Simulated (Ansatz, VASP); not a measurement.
# Ca in VASP and in Ansatz

```xyz
1
Lattice="0.0000 2.6694 2.6694 2.6694 0.0000 2.6694 2.6694 2.6694 0.0000" Properties=species:S:1:pos:R:3 pbc="T T T"
Ca    0.0000    0.0000    0.0000
```

Alike in both runs: task relaxation of cell and atoms; functional LDA; k mesh 14 × 14 × 14; occupations gaussian, width 0.1 eV; no spin polarisation.

|  | VASP | Ansatz |
| --- | --- | --- |
| version | VASP 6.6.1 | Ansatz 0.2.0 |
| potentials or method | VASP PAW LDA potentials, release 64 (Ca_sv), cutoff 600 eV | scalar-relativistic, plane waves, PAW |
| valence electrons in the cell | 10 | 10 |

|  | VASP | Ansatz | Ansatz less VASP |
| --- | --- | --- | --- |
| gap on the k mesh at the Fermi level, each at its own relaxed structure (eV) | none | none | - |
| relaxed volume (Å³/atom) | 38.04 | 38.04 | 0.000 |
| relaxed length of the cell vector where the two differ most in proportion (Å) | 3.775 | 3.775 | 0.0000 |

LDA's correlation is that of Perdew and Zunger in VASP and of Perdew and Wang (1992) in Ansatz. A gap of «none» marks a metal or a gap that the smearing closes.

Noted on VASP's run: the relaxation stopped at its first step, so nothing moved.
